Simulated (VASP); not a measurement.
A run of VASP 6.6.1:

INCAR

```
AGGAC = 0.0
ALDAC = 0.0
ALGO = Normal
EDIFF = 1E-8
ENCUT = 520
GGA = PE
IBRION = 8
ISIF = 2
ISMEAR = -1
LASPH = T
LCHARG = F
LREAL = F
LWAVE = F
NBANDS = 21
NELM = 60
NSW = 1
PREC = Accurate
SIGMA = 0.01
```

The input KPOINTS:

```
k-points
0
Gamma
  8 8 8
```

Contents of POSCAR:

```
Ge
1.0
    0.0000000000      2.8289100000      2.8289100000
    2.8289100000      0.0000000000      2.8289100000
    2.8289100000      2.8289100000      0.0000000000
Ge
2
Direct
    0.7500000000      0.7500000000      0.7500000000
    0.5000000000      0.5000000000      0.5000000000
```

Potentials or basis: VASP PAW PBE potentials, release 64 (Ge_d).

Launch:

```sh
$ cat potpaw_PBE.64/Ge_d/POTCAR > POTCAR
$ mpirun -np 1 vasp_std > vasp.out
```

Hardware: 1 thread of Intel(R) Xeon(R) Platinum 8488C (Sapphire Rapids), with other jobs on the host.

Problem. How long does it take, and how much memory?

Solution. Wall time 110 s on 1 thread of Intel(R) Xeon(R) Platinum 8488C (Sapphire Rapids), on a shared host, peak memory 0.3 GiB. Counts: scf iterations 30, k points 29.
